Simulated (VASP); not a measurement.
# ZrAs4 (P-1) in VASP: single point with r2SCAN

Aim: the single point of ZrAs4 with r2SCAN.

All numbers are computed with VASP 6.6.1; they aren't measurements. Logs are shortened: lines on timing, memory, paths and dates and some standing lists are left out, and cuts for length are marked.

### 1 The cell of the first run

The typed cell holds 10 atoms: a = 6.201 Å, b = 5.400 Å, c = 6.175 Å, α = 93.82°, β = 107.31°, γ = 115.81°.

### 2 Single point, r2SCAN

File POSCAR:

```
ZrAs4
1.0
    6.2012840000      0.0000000000      0.0000000000
   -2.3512400000      4.8616120000      0.0000000000
   -1.8372670000     -1.3455340000      5.7395580000
Zr As
2 8
Direct
    0.2172000000      0.2158000000      0.7256000000
    0.7828000000      0.7842000000      0.2744000000
    0.4873000000      0.9385000000      0.3037000000
    0.5127000000      0.0615000000      0.6963000000
    0.0453000000      0.6001000000      0.1957000000
    0.9547000000      0.3999000000      0.8043000000
    0.4198000000      0.2990000000      0.1522000000
    0.5802000000      0.7010000000      0.8478000000
    0.1193000000      0.2469000000      0.3303000000
    0.8807000000      0.7531000000      0.6697000000
```

File INCAR.step1:

```
PREC = Accurate
ENCUT = 550
ISMEAR = -1
SIGMA = 0.1
LREAL = F
LASPH = T
NELM = 120
NBANDS = 43
GGA = PE
ALGO = Normal
EDIFF = 1E-5
LWAVE = T
LCHARG = F
GGA_COMPAT = F
```

File INCAR.step2:

```
PREC = Accurate
ENCUT = 550
EDIFF = 1E-6
ISMEAR = -1
SIGMA = 0.1
LREAL = F
LASPH = T
NELM = 120
ALGO = Normal
ISIF = 2
LWAVE = F
LCHARG = F
METAGGA = R2SCAN
LMIXTAU = T
NBANDS = 43
ISTART = 1
GGA_COMPAT = F
```

File KPOINTS:

```
Automatic mesh
0
Gamma
  4 4 3
  0.5 0.5 0.5
```

Potentials or basis: VASP PAW PBE potentials, release 64 (Zr_sv, As).

Launch:

```sh
$ cat potpaw_PBE.64/Zr_sv/POTCAR potpaw_PBE.64/As/POTCAR > POTCAR
$ cp INCAR.step1 INCAR
$ mpirun -np 1 vasp_std > vasp.out
$ cp INCAR.step2 INCAR
$ mpirun -np 1 vasp_std > vasp.out
```

OUTCAR:

```text
PREC = Accurate
   ENCUT = 550
   EDIFF = 1E-6
   ISMEAR = -1
   LREAL = F
   LASPH = T
   NELM = 120
   ISIF = 2
   METAGGA = R2SCAN
   ISTART = 1

 ion  position               nearest neighbor table
   1  0.217  0.216  0.726-   4 2.36   9 2.37  10 2.37   6 2.39   8 2.47   7 2.47   2 3.11
   2  0.783  0.784  0.274-   3 2.36  10 2.37   9 2.37   5 2.39   7 2.47   8 2.47   1 3.11
   3  0.487  0.938  0.304-   7 2.36   2 2.36   5 2.38   4 2.41
   4  0.513  0.062  0.696-   8 2.36   1 2.36   6 2.38   3 2.41
   5  0.045  0.600  0.196-   9 2.30   6 2.37   3 2.38   2 2.39
   6  0.955  0.400  0.804-  10 2.30   5 2.37   4 2.38   1 2.39
   7  0.420  0.299  0.152-   3 2.36   9 2.36   2 2.47   1 2.47
   8  0.580  0.701  0.848-   4 2.36  10 2.36   1 2.47   2 2.47
   9  0.119  0.247  0.330-   5 2.30   7 2.36   1 2.37   2 2.37
  10  0.881  0.753  0.670-   6 2.30   8 2.36   2 2.37   1 2.37

  LATTYP: Found a triclinic cell.
 ALAT       =     6.2012840000
 B/A-ratio  =     1.5864021593
 C/A-ratio  =     1.1328985064
 COS(alpha) =     0.0017437304
 COS(beta)  =     0.2864989507
 COS(gamma) =     0.8693594676

  Lattice vectors:

 A1 = (  -6.2012840000,   0.0000000000,   0.0000000000)
 A2 = (  -8.5525240000,   4.8616120000,   0.0000000000)
 A3 = (  -2.0127770000,  -3.5160780000,  -5.7395580000)

Analysis of symmetry for initial positions (statically):
=====================================================================
 Subroutine PRICEL returns:
 Original cell was already a primitive cell.

 Routine SETGRP: Setting up the symmetry group for a
 triclinic supercell.

 Subroutine GETGRP returns: Found  2 space group operations
 (whereof  2 operations were pure point group operations)
 out of a pool of  2 trial point group operations.

The static configuration has the point symmetry S_2 .

Analysis of symmetry for dynamics (positions and initial velocities):
=====================================================================
 Subroutine PRICEL returns:
 Original cell was already a primitive cell.

 Routine SETGRP: Setting up the symmetry group for a
 triclinic supercell.

 Subroutine GETGRP returns: Found  2 space group operations
 (whereof  2 operations were pure point group operations)
 out of a pool of  2 trial point group operations.

The dynamic configuration has the point symmetry S_2 .

 Subroutine INISYM returns: Found  2 space group operations
 (whereof  2 operations are pure point group operations),
 and found     1 'primitive' translations

----------------------------------------------------------------------------------------

                                     Primitive cell

  volume of cell :     173.0376

  direct lattice vectors                    reciprocal lattice vectors
     6.201284000  0.000000000  0.000000000     0.161256927  0.077989304  0.069902472
    -2.351240000  4.861612000  0.000000000     0.000000000  0.205693091  0.048220969
    -1.837267000 -1.345534000  5.739558000     0.000000000  0.000000000  0.174229444

  length of vectors
     6.201284000  5.400333395  6.174830994     0.192282302  0.211269755  0.174229444

  position of ions in fractional coordinates (direct lattice)
     0.217200000  0.215800000  0.725600000
     0.782800000  0.784200000  0.274400000
     0.487300000  0.938500000  0.303700000
     0.512700000  0.061500000  0.696300000
     0.045300000  0.600100000  0.195700000
     0.954700000  0.399900000  0.804300000
     0.419800000  0.299000000  0.152200000
     0.580200000  0.701000000  0.847800000
     0.119300000  0.246900000  0.330300000
     0.880700000  0.753100000  0.669700000

  ion indices of the primitive-cell ions
   primitive index   ion index
                 1           1
                 2           2
                 3           3
                 4           4
                 5           5
                 6           6
                 7           7
                 8           8
                 9           9
                10          10

----------------------------------------------------------------------------------------

 KPOINTS: Automatic mesh

Automatic generation of k-mesh.
 Grid dimensions read from file:
 generate k-points for:    4    4    3

 Generating k-lattice:

  Cartesian coordinates                     Fractional coordinates (reciprocal lattice)
     0.040314232  0.019497326  0.017475618     0.250000000  0.000000000 -0.000000000
     0.000000000  0.051423273  0.012055242     0.000000000  0.250000000  0.000000000
     0.000000000  0.000000000  0.058076481     0.000000000  0.000000000  0.333333333

  Length of vectors
     0.048070575  0.052817439  0.058076481

  Shift w.r.t. Gamma in fractional coordinates (k-lattice)
     0.500000000  0.500000000  0.500000000

 Subroutine IBZKPT returns following result:
 ===========================================

 Found     24 irreducible k-points:

 Following reciprocal coordinates:
            Coordinates               Weight
  0.125000  0.125000  0.166667      2.000000
  0.375000  0.125000  0.166667      2.000000
 -0.375000  0.125000  0.166667      2.000000
 -0.125000  0.125000  0.166667      2.000000
  0.125000  0.375000  0.166667      2.000000
  0.375000  0.375000  0.166667      2.000000
[... 16 lines left out ...]
 -0.375000  0.375000  0.500000      2.000000
 -0.125000  0.375000  0.500000      2.000000
   k-points           NKPTS =     24   k-points in BZ     NKDIM =     24   number of bands    NBANDS=     43
   number of dos      NEDOS =    301   number of ions     NIONS =     10
   total plane-waves  NPLWV =  96768
   dimension x,y,z NGX =    48 NGY =   42 NGZ =   48
   dimension x,y,z NGXF=    96 NGYF=   84 NGZF=   96
   ions per type =               2   8
   NGX,Y,Z   is equivalent  to a cutoff of  12.87, 12.93, 12.92 a.u.
   NGXF,Y,Z  is equivalent  to a cutoff of  25.74, 25.86, 25.85 a.u.
 SYSTEM =  unknown system
   PREC   = accura    normal or accurate (medium, high low for compatibility)
   ISTART =      1    job   : 0-new  1-cont  2-samecut
   ICHARG =      0    charge: 1-file 2-atom 10-const
   ISPIN  =      1    spin polarized calculation?
   LNONCOLLINEAR =      F non collinear calculations
   LSORBIT =      F    spin-orbit coupling
   LASPH  =      T    aspherical Exc in radial PAW
   ENCUT  =  550.0 eV  40.42 Ry    6.36 a.u.  11.86 10.33 11.81*2*pi/ulx,y,z
   NELM   =    120;   NELMIN=  2; NELMDL=  0     # of ELM steps
   EDIFF  = 0.1E-05   stopping-criterion for ELM
   LREAL  =      F    real-space projection
   EDIFFG = 0.1E-04   stopping-criterion for IOM
   NSW    =      0    number of steps for IOM
   IBRION =     -1    ionic relax: 0-MD 1-quasi-New 2-CG
   NFREE  =      0    steps in history (QN), initial steepest desc. (CG)
   ISIF   =      2    stress and relaxation
   ISYM   =      2    0-nonsym 1-usesym 2-fastsym
   POTIM  = 0.5000    time-step for ionic-motion
   TEBEG  =    0.0;   TEEND  =   0.0 temperature during run
   PSTRESS=    0.0 pullay stress
   NELECT =      64.0000    total number of electrons
   NUPDOWN=      -1.0000    fix difference up-down
   EMIN   =  10.00;   EMAX   =-10.00  energy-range for DOS
   EFERMI =   0.00;   METHOD = LEGACY
   ISMEAR =    -1;   SIGMA  =   0.10  broadening in eV -4-tet -1-fermi 0-gaus
   EFERMI_NEDOS =   21; number of points for ismear=-14 and -15
   IALGO  =     38    algorithm
   IMIX   =      4    mixing-type and parameters
     AMIX     =   0.40;   BMIX     =  1.00
     AMIX_MAG =   1.60;   BMIX_MAG =  1.00
  volume/ion in A,a.u.               =      17.30       116.77
  Fermi-wavevector in a.u.,A,eV,Ry     =   1.175136  2.220685 18.788884  1.380944
  Thomas-Fermi vector in A             =   2.311521
   LORBIT       =      0    0 simple, 1 ext, 2 COOP (PROOUT), +10 PAW based schemes
   METAGGA = R2SCAN    functional components
   LHFCALC =     F    Hartree Fock is set to
   AEXX    =    0.0000 exact exchange contribution
   IVDW    =     0    specifies the selected vdW correction
   LEPSILON=     F    determine dielectric tensor
   LRPA    =     F    only Hartree local field effects (RPA)
 non-spin polarized calculation
  energy-cutoff  :      550.00
  volume of cell :      173.04
 maximum number of plane-waves:      5090
   NGX = 23   NGY = 21   NGZ = 23

 number of electron      64.0000000 magnetization

 Free energy of the ion-electron system (eV)
  ---------------------------------------------------
  ext. energy  EPLUGINS =         0.00000000
  ---------------------------------------------------
  free energy    TOTEN  =      -158.72090147 eV

  energy without entropy =     -158.59823194  energy(sigma->0) =     -158.65956670

 E-fermi :   8.1759     XC(G=0): -11.7331

 val. band max:        8.1686650430   @ k =   0.1250   0.3750   0.5000
 cond. band min:       8.2198438063   @ k =  -0.1250   0.3750   0.5000
 fundamental gap:      0.0511787633
 Fermi energy:         8.1759493913

 k-point     1 :       0.1250    0.1250    0.1667
  band No.  band energies     occupation
      1     -41.2925      2.00000
      2     -41.2476      2.00000
      3     -19.3408      2.00000
      4     -19.1710      2.00000
      5     -19.1219      2.00000
      6     -19.0200      2.00000
[... 35 lines left out ...]
     42      12.8291      0.00000
     43      13.4573      0.00000

 k-point     2 :       0.3750    0.1250    0.1667
  band No.  band energies     occupation
      1     -41.2934      2.00000
      2     -41.2468      2.00000
      3     -19.3649      2.00000
      4     -19.1783      2.00000
      5     -19.1204      2.00000
      6     -19.0276      2.00000
[... 1004 lines left out ...]
 k-point    24 :      -0.1250    0.3750    0.5000
  band No.  band energies     occupation
      1     -41.2944      2.00000
      2     -41.2456      2.00000
      3     -19.3930      2.00000
      4     -19.1767      2.00000
      5     -19.1189      2.00000
      6     -19.0385      2.00000
[... 35 lines left out ...]
     42      12.4155      0.00000
     43      13.1436      0.00000

------------------------ aborting loop because EDIFF is reached ----------------------------------------

  FORCE on cell =-STRESS in cart. coord.  units (eV):
  Direction    XX          YY          ZZ          XY          YZ          ZX
  --------------------------------------------------------------------------------------
  -------------------------------------------------------------------------------------
  Total       57.5737008     48.8978255     46.6147535     -1.0577978     -3.2596253     -3.9080403
  in kB      533.0824233    452.7513598    431.6120972     -9.7942880    -30.1812966    -36.1850565
  external PRESSURE =     472.4819601 kB  Pullay stress =       0.0000000 kB

 VOLUME and BASIS-vectors are now :
 -----------------------------------------------------------------------------
  energy-cutoff  :      550.00
  volume of cell :      173.04
      direct lattice vectors                 reciprocal lattice vectors
     6.201284000  0.000000000  0.000000000     0.161256927  0.077989304  0.069902472
    -2.351240000  4.861612000  0.000000000     0.000000000  0.205693091  0.048220969
    -1.837267000 -1.345534000  5.739558000     0.000000000  0.000000000  0.174229444

 POSITION                                       TOTAL-FORCE (eV/Angst)
 -----------------------------------------------------------------------------------
     -0.49360      0.07282      4.16462         0.320769      1.079139      1.761214
      2.50638      3.44326      1.57493        -0.320769     -1.079139     -1.761214
      0.25727      4.15398      1.74310        -1.975333      1.078717     -0.156957
      1.75551     -0.63791      3.99645         1.975333     -1.078717      0.156957
     -1.48961      2.65413      1.12323         1.332947     -0.648668     -0.397770
      3.50239      0.86195      4.61633        -1.332947      0.648668      0.397770
      1.62065      1.24883      0.87356         0.229604     -2.256822      1.471812
      0.39213      2.26725      4.86600        -0.229604      2.256822     -1.471812
     -0.44756      0.75590      1.89578         0.790744      2.636095     -1.717237
      2.46033      2.76018      3.84378        -0.790744     -2.636095      1.717237
 -----------------------------------------------------------------------------------
    total drift:                               -0.000000     -0.000000      0.000000

  FREE ENERGIE OF THE ION-ELECTRON SYSTEM (eV)
  ---------------------------------------------------
  free  energy   TOTEN  =      -158.7209014705 eV

  energy  without entropy=     -158.5982319367  energy(sigma->0) =     -158.65956670
```

It took 9 min on 1 thread of Intel Xeon Platinum 8259CL at 2.50GHz (Skylake/Cascade Lake), shared host; peak memory 0.42 GiB.

What came out:

| Quantity | Value |
| --- | --- |
| Free energy | -158.7209 eV |
| Pressure | 47.2 GPa |
| Largest force | 3.244 eV/Å |
| Band gap on the k mesh | zero (bands 32 and 33 overlap by 1.61 eV) |

Forces on the atoms (eV/Å):
```
Zr   0.321  1.079  1.761
Zr  -0.321 -1.079 -1.761
As  -1.975  1.079 -0.157
As   1.975 -1.079  0.157
As   1.333 -0.649 -0.398
As  -1.333  0.649  0.398
As   0.230 -2.257  1.472
As  -0.230  2.257 -1.472
As   0.791  2.636 -1.717
As  -0.791 -2.636  1.717
```

Caveat: the k points lie up to 0.36 Å⁻¹ apart, too coarse for converged energies and pressures of a metal; the PAW data sets were made with another functional, which shifts forces and pressure a little.

The gap in the log of VASP goes by the Fermi energy; the results here count the filled bands.